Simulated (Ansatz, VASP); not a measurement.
Rb2Al in VASP and in Ansatz

```
Rb Al
1.0
     9.66198    0.00000    0.00000
     0.00000    9.66198    0.00000
     0.00000    0.00000    3.91875
Rb Al
4 2
Direct
  0.26690 0.26690 0.00000
  0.23310 0.76690 0.50000
  0.73310 0.73310 0.00000
  0.76690 0.23310 0.50000
  0.00000 0.00000 0.00000
  0.50000 0.50000 0.50000
```

Alike in both runs: functional PBE; k mesh 6 × 6 × 8; occupations gaussian, width 0.1 eV; no spin polarisation.

Ansatz relaxed the structure, and its values are those at the end. VASP's run is a single point on that final structure, the one shown.

|  | VASP | Ansatz |
| --- | --- | --- |
| version | VASP 6.6.1 | Ansatz 0.2.0 |
| potentials or method | VASP PAW PBE potentials, release 64 (Rb_sv, Al), cutoff 520 eV | scalar-relativistic, plane waves, PAW |
| valence electrons in the cell | 42 | 42 |

```csv
,VASP,Ansatz,Ansatz less VASP
gap on the k mesh at the Fermi level (eV),none,none,-
pressure (GPa),0.0,0.0,0.00
```

A gap of «none» marks a metal or a gap that the smearing closes. With one functional, cell and mesh, what is left measures potentials, basis and numerics.
